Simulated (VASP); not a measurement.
# H2CO2 in VASP: further runs

H2CO2 is run at these levels: PBE+D3(BJ); tasks: single point.

All numbers are computed with VASP 6.6.1; they aren't measurements. Logs are shortened: lines on timing, memory, paths and dates and some standing lists are left out, and cuts for length are marked.

**1. The cell of the first run**

The cell holds a disordered packing, 40 atoms: a = 7.388 Å, b = 7.388 Å, c = 7.388 Å, α = 90.00°, β = 90.00°, γ = 90.00°.

**2. Single point, PBE+D3(BJ)**

File INCAR:

```
  PREC = Accurate
  ENCUT = 520
  EDIFF = 1E-6
  ISMEAR = -1
  SIGMA = 0.02
  LREAL = Auto
  LASPH = T
  NELM = 60
  ALGO = Normal
  ISIF = 2
  LWAVE = F
  LCHARG = F
  GGA = PE
  IVDW = 12
  NBANDS = 98
```

File KPOINTS:

```
Automatic mesh
0
Gamma
  1 1 1
```

File POSCAR:

```
H2CO2
1.0
    7.3876590000      0.0000000000      0.0000000000
    0.0000000000      7.3876590000      0.0000000000
    0.0000000000      0.0000000000      7.3876590000
O C H
16 8 16
Direct
    0.0578667748      0.2690297427      0.6564461083
    0.3449130503      0.1660065794      0.6625644199
    0.8316166190      0.8251328330      0.1689439104
    0.8986743974      1.0605660061     -0.0005279074
    0.2324823060      0.4598344347      0.1852007517
    0.2573210269      0.5158738377     -0.1151921062
    0.5763124692      0.9562975227      0.5322118955
    0.3519518159      0.7459737922      0.4838880625
    0.7375814179      0.3840458798      0.8005783700
    0.7877190867      0.6734068262      0.8531796067
    0.7954752649      0.3903536966      0.2634393385
    0.5736187878      0.4103464981      0.4860944448
    0.4703249027      0.8476974912      0.8750133161
    0.5097825982      1.0602952843      1.0837803965
    0.1799081414      0.9930344646      0.3577858697
    0.2087670803      0.8160907264      0.1099807124
    0.2335516569      0.2753240235      0.6149444635
    0.8512304101      1.0022119321      0.1431441273
    0.3025857041      0.4258317824      0.0171637592
    0.5239278099      0.7978576163      0.4990484807
    0.8405639730      0.5144796207      0.8617614863
    0.6236481678      0.3797143317      0.3236343204
    0.5482386234      1.0065976245      0.9301999456
    0.1939044561      0.9651230518      0.1885170932
    0.0194919663      0.1690928073      0.7451345548
    0.2530571592      0.3898122531      0.5176470652
    0.8063041350      0.7598212099      0.0495691531
    0.8386959929      1.0650464511      0.2757436422
    0.2048280788      0.5979431373      0.1741011598
    0.3800121256      0.2965215368      0.0056580847
    0.4597261460      1.0298796953      0.5465466124
    0.6253943232      0.6941035042      0.4780269365
    0.6250694570      0.4385827770      0.7455271013
    0.9574345540      0.4714483979      0.9374011443
    0.8578766291      0.4093448276      0.3804182083
    0.5456532306      0.3016923223      0.2164149699
    0.3760325158      0.8086188060      0.9625105869
    0.6480537339      1.0713948762      0.8515552762
    0.2311828415      0.8630338785      0.4212565848
    0.1714480866      1.0882202332      0.1169517976
```

Potentials or basis: VASP PAW PBE potentials, release 64 (O, C, H).

Started as:

```console
$ cat potpaw_PBE.64/O/POTCAR potpaw_PBE.64/C/POTCAR potpaw_PBE.64/H/POTCAR > POTCAR
$ mpirun -np 1 vasp_gam > vasp.out
```

OUTCAR:

```text
PREC = Accurate
   ENCUT = 520
   EDIFF = 1E-6
   ISMEAR = -1
   LREAL = Auto
   LASPH = T
   NELM = 60
   ISIF = 2
   GGA = PE
   IVDW = 12
 IVDW          = 12

 ion  position               nearest neighbor table
   1  0.058  0.269  0.656-  25 1.03  17 1.33
   2  0.345  0.166  0.663-  17 1.21
   3  0.832  0.825  0.169-  27 1.02  18 1.33
   4  0.899  0.061  0.999-  18 1.20
   5  0.232  0.460  0.185-  29 1.04  19 1.37
   6  0.257  0.516  0.885-  19 1.23
   7  0.576  0.956  0.532-  31 1.02  20 1.26
   8  0.352  0.746  0.484-  39 1.33  20 1.33
   9  0.738  0.384  0.801-  33 1.01  21 1.31
  10  0.788  0.673  0.853-  21 1.24
  11  0.795  0.390  0.263-  35 0.99  22 1.35
  12  0.574  0.410  0.486-  22 1.28
  13  0.470  0.848  0.875-  37 0.99  23 1.37
  14  0.510  0.060  0.084-  23 1.24
  15  0.180  0.993  0.358-  39 1.13  24 1.27
  16  0.209  0.816  0.110-  24 1.25
  17  0.234  0.275  0.615-  26 1.12   2 1.21   1 1.33
[... 9 lines left out ...]
  27  0.806  0.760  0.050-   3 1.02
  28  0.839  0.065  0.276-  18 1.09
  29  0.205  0.598  0.174-   5 1.04
  30  0.380  0.297  0.006-  19 1.12
  31  0.460  0.030  0.547-   7 1.02
  32  0.625  0.694  0.478-  20 1.08
  33  0.625  0.439  0.746-   9 1.01
  34  0.957  0.471  0.937-  21 1.08
  35  0.858  0.409  0.380-  11 0.99
  36  0.546  0.302  0.216-  22 1.14
  37  0.376  0.809  0.963-  13 0.99
  38  0.648  0.071  0.852-  23 1.05
  39  0.231  0.863  0.421-  15 1.13   8 1.33
  40  0.171  0.088  0.117-  24 1.06

  LATTYP: Found a simple cubic cell.
 ALAT       =     7.3876590000

  Lattice vectors:

 A1 = (   7.3876590000,   0.0000000000,   0.0000000000)
 A2 = (   0.0000000000,   7.3876590000,   0.0000000000)
 A3 = (   0.0000000000,   0.0000000000,   7.3876590000)

Analysis of symmetry for initial positions (statically):
=====================================================================
 Subroutine PRICEL returns:
 Original cell was already a primitive cell.

 Routine SETGRP: Setting up the symmetry group for a
 simple cubic supercell.

 Subroutine GETGRP returns: Found  1 space group operations
 (whereof  1 operations were pure point group operations)
 out of a pool of 48 trial point group operations.

The static configuration has the point symmetry C_1 .

Analysis of symmetry for dynamics (positions and initial velocities):
=====================================================================
[... 163 lines left out ...]
   LREAL  =      T    real-space projection
   EDIFFG = 0.1E-04   stopping-criterion for IOM
   NSW    =      0    number of steps for IOM
   IBRION =     -1    ionic relax: 0-MD 1-quasi-New 2-CG
   NFREE  =      0    steps in history (QN), initial steepest desc. (CG)
   ISIF   =      2    stress and relaxation
   ISYM   =      2    0-nonsym 1-usesym 2-fastsym
   POTIM  = 0.5000    time-step for ionic-motion
   TEBEG  =    0.0;   TEEND  =   0.0 temperature during run
   PSTRESS=    0.0 pullay stress
   NELECT =     144.0000    total number of electrons
   NUPDOWN=      -1.0000    fix difference up-down
   EMIN   =  10.00;   EMAX   =-10.00  energy-range for DOS
   EFERMI =   0.00;   METHOD = LEGACY
   ISMEAR =    -1;   SIGMA  =   0.02  broadening in eV -4-tet -1-fermi 0-gaus
   EFERMI_NEDOS =   21; number of points for ismear=-14 and -15
   IALGO  =     38    algorithm
   IMIX   =      4    mixing-type and parameters
     AMIX     =   0.40;   BMIX     =  1.00
     AMIX_MAG =   1.60;   BMIX_MAG =  1.00
  volume/ion in A,a.u.               =      10.08        68.02
  Fermi-wavevector in a.u.,A,eV,Ry     =   1.161508  2.194932 18.355627  1.349101
  Thomas-Fermi vector in A             =   2.298079
   LORBIT       =      0    0 simple, 1 ext, 2 COOP (PROOUT), +10 PAW based schemes
   GGA     = PE    functional components
   LHFCALC =     F    Hartree Fock is set to
   AEXX    =    0.0000 exact exchange contribution
   IVDW    =    12    specifies the selected vdW correction
   LEPSILON=     F    determine dielectric tensor
   LRPA    =     F    only Hartree local field effects (RPA)
 non-spin polarized calculation
  energy-cutoff  :      520.00
  volume of cell :      403.20
 maximum number of plane-waves:      5414
 NGX is ok and might be reduce to    54
   NGX = 27   NGY = 27   NGZ = 27

 number of electron     143.9999999 magnetization

 Free energy of the ion-electron system (eV)
  ---------------------------------------------------
  ext. energy  EPLUGINS =         0.00000000
  ---------------------------------------------------
  free energy    TOTEN  =      -237.99987749 eV

  energy without entropy =     -237.99987749  energy(sigma->0) =     -237.99987749

 E-fermi :  -1.0054     XC(G=0):  -7.9551

 val. band max:       -1.5577720127   @ k =   0.0000   0.0000   0.0000
 cond. band min:       2.3175592961   @ k =   0.0000   0.0000   0.0000
 fundamental gap:      3.8753313087
 Fermi energy:        -1.0053803653

 k-point     1 :       0.0000    0.0000    0.0000
  band No.  band energies     occupation
      1     -23.9658      2.00000
      2     -23.5468      2.00000
      3     -23.4458      2.00000
      4     -23.2274      2.00000
      5     -23.1482      2.00000
      6     -22.8678      2.00000
[... 76 lines left out ...]
     83       6.1650      0.00000
     84       6.3545      0.00000
 [bands above 84 left out]

------------------------ aborting loop because EDIFF is reached ----------------------------------------

 Edisp (eV)   -2.35880

 E8    (eV) :    -0.5587

  FORCE on cell =-STRESS in cart. coord.  units (eV):
  Direction    XX          YY          ZZ          XY          YZ          ZX
  --------------------------------------------------------------------------------------
  -------------------------------------------------------------------------------------
  Total       4.98171     7.22510     3.79877    -3.51365    -0.40909     2.38492
  in kB      19.79557    28.71004    15.09499   -13.96204    -1.62560     9.47685
  external pressure =       21.20 kB  Pullay stress =        0.00 kB

 VOLUME and BASIS-vectors are now :
 -----------------------------------------------------------------------------
  energy-cutoff  :      520.00
  volume of cell :      403.20
      direct lattice vectors                 reciprocal lattice vectors
     7.387659000  0.000000000  0.000000000     0.135360877  0.000000000  0.000000000
     0.000000000  7.387659000  0.000000000     0.000000000  0.135360877  0.000000000
     0.000000000  0.000000000  7.387659000     0.000000000  0.000000000  0.135360877

 POSITION                                       TOTAL-FORCE (eV/Angst)
 -----------------------------------------------------------------------------------
      0.42750      1.98750      4.84960        -0.834257     -0.935246      0.924404
      2.54810      1.22640      4.89480         0.794537     -0.896181      0.790917
      6.14370      6.09580      1.24810        -1.356011     -0.921277      0.555288
      6.63910      0.44744      7.38376         0.508393      2.019131     -1.900735
      1.71750      3.39710      1.36820         0.768216      0.882040     -0.820458
      1.90100      3.81110      6.53666         0.850167     -0.162331      0.010318
[... 32 lines left out ...]
      1.70790      6.37580      3.11210         0.273218      0.879382      0.458832
      1.26660      0.65174      0.86400         0.263028      0.879421     -1.055963
 -----------------------------------------------------------------------------------
    total drift:                               -0.007752      0.004009     -0.003273

  FREE ENERGIE OF THE ION-ELECTRON SYSTEM (eV)
  ---------------------------------------------------
  free  energy   TOTEN  =      -240.3586774497 eV

  energy  without entropy=     -240.3586774497  energy(sigma->0) =     -240.35867745
```

stdout:

```text
POSCAR found type information on POSCAR O C H
 POSCAR found :  3 types and      40 ions
 scaLAPACK will be used
 LDA part: xc-table for (Slater+PW92), standard interpolation
 POSCAR, INCAR and KPOINTS ok, starting setup
 FFT: planning ... GRIDC
 FFT: planning ... GRID_SOFT
 FFT: planning ... GRID
 WAVECAR not read
 entering main loop
```

Run time: 71 s. Hardware: 1 thread of Intel Xeon Platinum 8259CL at 2.50GHz (Skylake/Cascade Lake), shared host; peak memory 0.38 GiB.

What came out:

```yaml
Free_energy: -240.3587 eV
Pressure: 2.1 GPa
Largest_force: 5.354 eV/Å
Band_gap_on_the_k_mesh: 3.88 eV
Dispersion_energy_per_atom: -0.059 eV
```

Forces in eV/Å, atoms in the order of the input:
```
O   -0.834 -0.935  0.924
O    0.795 -0.896  0.791
O   -1.356 -0.921  0.555
O    0.508  2.019 -1.901
O    0.768  0.882 -0.820
O    0.850 -0.162  0.010
O   -0.030  1.683 -0.298
O    3.588  0.576  0.348
O   -0.941 -0.688 -0.326
O    0.684 -0.163 -0.091
O   -0.136  0.471  1.382
O    1.251 -0.348 -3.806
O    1.619  1.697 -1.023
O    0.269  0.910  0.257
O    0.006 -1.028  1.472
O    0.251 -0.350  0.343
C   -1.614  1.231 -1.161
C    0.027 -2.142  1.338
C   -1.468 -0.500 -0.093
C   -4.196 -3.207 -0.878
C   -1.466  1.125  0.519
C   -1.463 -1.417  1.899
C   -2.736 -3.109  1.655
C   -0.082 -0.293 -0.950
H    0.724  0.953 -0.929
H    0.334 -0.351  0.433
H    0.772  0.419 -0.001
H   -0.036  0.816  0.082
H   -0.128 -0.546  0.416
H   -0.091  0.560  0.296
H    0.671  0.772  0.551
H    0.314 -0.051  0.199
H    0.853 -0.380  0.056
H    0.677 -0.310 -0.010
H    0.795  0.306 -0.366
H    0.021  0.995  0.820
H   -0.440  0.345  0.300
H    0.706  0.280 -1.398
H    0.273  0.879  0.459
H    0.263  0.879 -1.056
```

Stress tensor (GPa, compression positive):
```
 1.98 -1.40  0.95
-1.40  2.87 -0.16
 0.95 -0.16  1.51
```

Levels at points of the mesh, in eV from the valence-band top:
```csv
k point,band 70,band 71,band 72,band 73,band 74,band 75
"(0.00, 0.00, 0.00)",-0.27,-0.22,0.00,3.88,4.44,4.45
```

Caveat: the k points lie up to 0.85 Å⁻¹ apart, too coarse for converged energies, forces and pressures; the atoms stand as in a frame of molecular dynamics.

**3. Single point, PBE+D3(BJ)**

File INCAR:

```
PREC     = Accurate       # precision mode
ENCUT    = 520            # plane-wave cutoff, eV
EDIFF    = 1E-6           # SCF threshold, eV
ISMEAR   = -1             # smearing method
SIGMA    = 0.02           # smearing width, eV
LREAL    = Auto         
LASPH    = T              # aspherical terms in the spheres
NELM     = 60             # most SCF steps
ALGO     = Normal         # electronic algorithm
ISIF     = 2              # what is computed and relaxed
LWAVE    = F              # write WAVECAR
LCHARG   = F              # write CHGCAR
GGA      = PE             # functional
IVDW     = 12             # dispersion correction
NBANDS   = 98             # bands
```

KPOINTS is that of step 2.

File POSCAR:

```
H2CO2
1.0
    7.3876590000      0.0000000000      0.0000000000
    0.0000000000      7.3876590000      0.0000000000
    0.0000000000      0.0000000000      7.3876590000
O C H
16 8 16
Direct
    0.0500158440      0.2455987749      0.6440199798
    0.3369673668      0.1682129616      0.6741919193
    0.8284491745      0.8277859062      0.1682264977
    0.9031954507      1.0655743585     -0.0035735271
    0.2430810626      0.4556517836      0.1948790544
    0.2399000820      0.5334301434     -0.1147860236
    0.5786812846      0.9696034969      0.5222087267
    0.3482564639      0.7653710059      0.5064256485
    0.7349283447      0.3855754577      0.8139249524
    0.8028795049      0.6850072533      0.8535044728
    0.7969777706      0.3756805776      0.2658352260
    0.5662145478      0.4159910467      0.4623115387
    0.4366065082      0.8414708908      0.8706276237
    0.4909539003      1.0671174725      1.0750631560
    0.1783244191      1.0017110968      0.3566488383
    0.2201915383      0.8166727782      0.1138249613
    0.2182423417      0.2642515038      0.5996351483
    0.8532066789      1.0040799122      0.1440239730
    0.2747148995      0.4267928447      0.0057393012
    0.5095660208      0.8030554740      0.5091870104
    0.8329837639      0.5230615003      0.8764210692
    0.6254213953      0.3610886750      0.3200472572
    0.5121378775      0.9955386409      0.9283184294
    0.2040565218      0.9705374869      0.1850924630
    0.0173668005      0.1494925524      0.7258727020
    0.2429050935      0.3657315531      0.5036642866
    0.8507837192      0.7644640880      0.0537247320
    0.8631421672      1.0734252894      0.2736184764
    0.2061816876      0.5796017385      0.1990210972
    0.3762897015      0.3129272751     -0.0087984570
    0.4806258654      1.0664677403      0.5470745198
    0.6153505461      0.7047293331      0.4942296335
    0.6395530709      0.4067594349      0.7130810992
    0.9404603001      0.4757799460      0.9626594839
    0.8506348222      0.4539056283      0.3647569548
    0.5303168433      0.3053064577      0.2248208803
    0.3315935400      0.8082127234      0.9528999647
    0.6108565650      1.0523766730      0.8384929516
    0.2226415702      0.8957776746      0.4404507571
    0.1932817960      1.0731004233      0.0815955366
```

Potentials or basis: VASP PAW PBE potentials, release 64 (O, C, H).

Started as:

```console
$ cat potpaw_PBE.64/O/POTCAR potpaw_PBE.64/C/POTCAR potpaw_PBE.64/H/POTCAR > POTCAR
$ mpirun -np 1 vasp_gam > vasp.out
```

Wall time 73 s (1 thread of Intel Xeon Platinum 8259CL at 2.50GHz (Skylake/Cascade Lake), shared host); peak memory 0.38 GiB.

It converged, with:

- Free energy: -240.8075 eV
- Pressure: 3.2 GPa
- Largest force: 3.705 eV/Å
- Band gap on the k mesh: 3.99 eV
- Dispersion energy per atom: -0.059 eV

Forces on the atoms (eV/Å):
```
O   -1.801  1.337 -1.096
O   -0.432  0.901 -0.939
O   -0.590  0.090  1.701
O   -0.480  0.499  0.560
O    0.290 -1.997 -2.313
O   -0.529 -0.739  0.302
O   -0.378 -0.035 -0.299
O   -0.662 -0.785  0.086
O   -0.997 -0.290 -1.128
O    0.140 -0.284 -0.450
O    0.479  1.158  1.091
O    0.115  0.450  1.889
O    0.963  1.240 -0.398
O   -0.292  0.674  1.597
O   -0.235  0.789 -0.504
O   -0.547 -0.516  1.761
C    1.265 -2.418  2.506
C    1.327 -0.614 -1.164
C    1.908  0.333  1.397
C    0.400  1.767 -0.040
C   -1.254  0.096 -0.437
C   -0.572  0.005 -0.833
C    0.218 -1.877 -1.022
C   -0.028 -1.445 -1.079
H    0.165 -0.748  0.876
H    0.396  1.275 -1.252
H   -0.132 -0.098 -1.195
H   -0.624  0.394  0.129
H   -0.535  2.099  0.267
H   -1.124  0.212  0.009
H    0.378 -0.604  0.269
H    0.474 -0.634  0.083
H    1.310  0.457  1.126
H    0.409 -0.460  0.318
H    0.118 -0.798 -0.849
H    0.279 -0.611 -0.819
H   -0.063  0.072  0.293
H    0.523  0.018 -0.881
H    0.348 -0.128 -0.309
H   -0.227  1.214  0.746
```

Stress tensor (GPa, compression positive):
```
 4.17 -1.13 -1.05
-1.13  3.67  0.44
-1.05  0.44  1.80
```

Levels at points of the mesh, in eV from the valence-band top:
| k point | band 70 | band 71 | band 72 | band 73 | band 74 | band 75 |
| --- | --- | --- | --- | --- | --- | --- |
| (0.00, 0.00, 0.00) | -0.52 | -0.28 | 0.00 | 3.99 | 4.31 | 4.35 |

Caveat: the k points lie up to 0.85 Å⁻¹ apart, too coarse for converged energies, forces and pressures; the atoms stand as in a frame of molecular dynamics.
